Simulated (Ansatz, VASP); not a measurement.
## Two plane-wave programs on KMgF3

```
K Mg F
1.0
     3.98590    0.00000    0.00000
     0.00000    3.98590    0.00000
     0.00000    0.00000    3.98590
K Mg F
1 1 3
Cartesian
  1.9929 1.9929 1.9929
  0.0000 0.0000 0.0875
  1.9929 0.0000 0.0000
  0.0000 1.9929 0.0000
  0.0000 0.0000 1.9929
```

Change from the starting cell: all Mg atoms moved +0.087 Å, as atom 2 along Cartesian [0 0 1].

Alike in both runs: task single point; functional PBE; k mesh 6 × 6 × 6; occupations gaussian, width 0.05 eV; no spin polarisation.

|  | VASP | Ansatz |
| --- | --- | --- |
| version | VASP 6.6.1 | Ansatz 0.2.0 |
| potentials or method | VASP PAW PBE potentials, release 64 (K_sv, Mg, F), cutoff 520 eV | scalar-relativistic, plane waves, PAW |
| valence electrons in the cell | 32 | 40 |

```csv
,VASP,Ansatz,Ansatz less VASP
gap on the k mesh at the Fermi level (eV),7.29,7.32,+0.030
least direct gap on the mesh (eV),7.63,7.65,+0.028
pressure (GPa),3.7,4.1,+0.41
"traceless stress, the component that is largest in VASP (GPa)",0.71,0.70,-0.007
rms of the force components (eV/Å),0.281,0.277,-0.0042
```

Atom by atom the forces differ by 0.004 eV/Å (rms over components). VASP's potentials hold 32 valence electrons a cell and Ansatz's 40, so a difference there can come from the potentials and not from the codes.
